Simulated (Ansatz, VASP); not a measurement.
## Zn6O: VASP beside Ansatz

```
Zn O
1.0
     2.32580    1.34280    5.86347
    -2.32580    1.34280    5.86347
     0.00000   -2.68560    5.86347
Zn O
6 1
Direct
  0.85902 0.85902 0.85902
  0.14098 0.14098 0.14098
  0.50000 0.50000 0.00000
  0.00000 0.50000 0.50000
  0.50000 0.00000 0.50000
  0.50000 0.50000 0.50000
  0.00000 0.00000 0.00000
```

Alike in both runs: task relaxation of cell and atoms; functional PBE; k mesh 4 × 4 × 4; occupations gaussian, width 0.2 eV; no spin polarisation.

```csv
,VASP,Ansatz
version,VASP 6.6.1,Ansatz 0.2.0
potentials or method,"VASP PAW PBE potentials, release 64 (Zn, O), cutoff 600 eV","scalar-relativistic, plane waves, PAW"
valence electrons in the cell,78,78
```

VASP gave:

* gap on the k mesh at the Fermi level, each at its own relaxed structure (eV): none
* relaxed volume (Å³/atom): 14.52
* relaxed length of the cell vector where the two differ most in proportion (Å): 5.205

**Question.** Estimate Ansatz's values.

**Answer.** gap on the k mesh at the Fermi level, each at its own relaxed structure (eV): none; relaxed volume (Å³/atom): 14.36; relaxed length of the cell vector where the two differ most in proportion (Å): 5.174.

A gap of «none» marks a metal or a gap that the smearing closes.

The k mesh is coarse, so the values compare programs but aren't converged.
